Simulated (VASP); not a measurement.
Here is a VASP 6.6.1 calculation.

INCAR

```
PREC     = Accurate       # precision mode
ENCUT    = 520            # plane-wave cutoff, eV
EDIFF    = 1E-6           # SCF threshold, eV
ISMEAR   = 0              # smearing method
SIGMA    = 0.01           # smearing width, eV
LREAL    = False          # projectors in reciprocal space
LASPH    = True           # aspherical terms in the spheres
NELM     = 60             # most SCF steps
ALGO     = Normal         # electronic algorithm
ISIF     = 2              # what is computed and relaxed
LWAVE    = False          # write WAVECAR
LCHARG   = False          # write CHGCAR
GGA      = PS             # functional
NBANDS   = 15             # bands
```

File KPOINTS:

```
Automatic mesh
0
Gamma
  8 8 8
```

Contents of POSCAR:

```
SrO
1.0
    0.0000000000      2.5614439114      2.5614439114
    2.5614439114      0.0000000000      2.5614439114
    2.5614439114      2.5614439114      0.0000000000
Sr O
1 1
Direct
    0.5000000000      0.5000000000      0.5000000000
    0.0000000000      0.0000000000      0.0000000000
```

Potentials or basis: VASP PAW PBE potentials, release 64 (Sr_sv, O).

Launch:

```console
$ cat potpaw_PBE.64/Sr_sv/POTCAR potpaw_PBE.64/O/POTCAR > POTCAR
$ mpirun -np 1 vasp_std > vasp.out
```

(1) Estimate the band gap on the k mesh.

(2) Predict the pressure.

Results:

(1) 3.15 eV (least direct gap 3.23 eV).

(2) 0.6 GPa.

Caveat: the PAW data sets were made with another functional, which shifts forces and pressure a little.
